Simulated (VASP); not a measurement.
**NaH: single point with r2SCAN**

Crystal: NaH.

```
Na H
1.0
     0.00000    2.69820    2.40090
     2.69820    0.00000    2.40090
     2.69820    2.69820    0.00000
Na H
1 1
Direct
  0.00000 0.00000 0.00000
  0.25000 0.25000 0.25000
```

This cell differs from its parent crystal: epitaxial xy strain +3.9%.

```
Program             : VASP 6.6.1
Task                : single point
Functional          : r2SCAN
Potentials or basis : VASP PAW PBE potentials, release 64 (Na_pv, H)
Cutoff              : 520 eV
k mesh              : 8 × 8 × 8
Occupations         : gaussian, width 0.01 eV
Spin                : no spin polarisation
```

```yaml
Pressure: -0.2 GPa
Band_gap_on_the_k_mesh: 3.84 eV (least direct gap 4.75 eV)
```

Stress tensor (GPa, compression positive):
```
-0.25  0.00  0.00
 0.00 -0.25  0.00
 0.00  0.00 -0.07
```

Levels at points of the mesh, in eV from the valence-band top:
```csv
k point,band 1,band 2,band 3,band 4,band 5,band 6,band 7,band 8,band 9
"(0.00, 0.00, 0.00)",-23.04,-23.02,-23.02,-3.03,8.66,13.63,13.63,13.82,16.95
"(0.50, 0.00, 0.00)",-23.07,-23.03,-23.03,-0.91,3.84,11.13,12.18,13.43,14.08
"(0.50, 0.50, 0.00)",-23.08,-23.04,-23.04,0.00,6.04,7.59,9.33,9.33,12.57
"(0.50, 0.00, 0.50)",-23.06,-23.05,-23.03,-0.47,4.97,7.89,10.57,10.73,13.59
```

Wall time 57 s on 1 thread of Intel(R) Xeon(R) Platinum 8375C CPU @ 2.90GHz (Ice Lake), on a shared host, peak memory 0.17 GiB.

Caveat: the cell differs from its parent crystal (epitaxial xy strain +3.9%); the structure was generated, so it needn't be the stable form of NaH; the PAW data sets were made with another functional, which shifts forces and pressure a little. A k mesh can miss the band edges.
